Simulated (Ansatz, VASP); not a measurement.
# Rb in VASP and in Ansatz

```
CELL_PARAMETERS angstrom
4.43371 0.00000 0.00000
-2.21685 3.83970 0.00000
0.00000 0.00000 7.31506
ATOMIC_POSITIONS crystal
Rb 0.33333 0.66667 0.25000
Rb 0.66667 0.33333 0.75000
```

Change from the starting cell: volume scaled by 0.68, LAPW.

Alike in both runs: task single point; functional PBE; k mesh 9 × 9 × 5; occupations fermi-dirac, width 0.08 eV; no spin polarisation.

|  | VASP | Ansatz |
| --- | --- | --- |
| version | VASP 6.6.1 | Ansatz 0.2.0 |
| potentials or method | VASP PAW PBE potentials, release 64 (Rb_sv), cutoff 520 eV | all-electron LAPW, scalar-relativistic |

|  | VASP | Ansatz | Ansatz less VASP |
| --- | --- | --- | --- |
| pressure (GPa) | 2.1 | 2.1 | 0.00 |

Ansatz ran all-electron here, and VASP with PAW potentials.
